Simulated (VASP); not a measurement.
The system is Cl.

```
CELL_PARAMETERS angstrom
3.41360 0.00000 0.00000
-1.70680 2.95626 0.00000
0.00000 0.00000 2.28481
ATOMIC_POSITIONS crystal
Cl 0.00000 0.00000 0.00000
```

Base run:

* Program: VASP 6.6.1
* Functional: PBE
* Potentials or basis: VASP PAW PBE potentials, release 64 (Cl)
* Cutoff: 520 eV
* k mesh: 14 × 14 × 13
* Occupations: fermi-dirac, width 0.1 eV
* Spin: no spin polarisation

Its results: band gap on the k mesh zero (an odd number of electrons rules out a gap without spin polarisation); pressure 3.2 GPa.

Task: The run is repeated on the same cell with these changes: functional from PBE to LDA; potentials or basis from VASP PAW PBE potentials, release 64 (Cl) to VASP PAW LDA potentials, release 64 (Cl). What comes out?

Result: Band gap on the k mesh zero (an odd number of electrons rules out a gap without spin polarisation); pressure -1.4 GPa.

Caveats: an odd number of electrons without spin polarisation forces a metal; a magnetic or distorted state may lie lower; the cell stands under pressure (at least some runs).
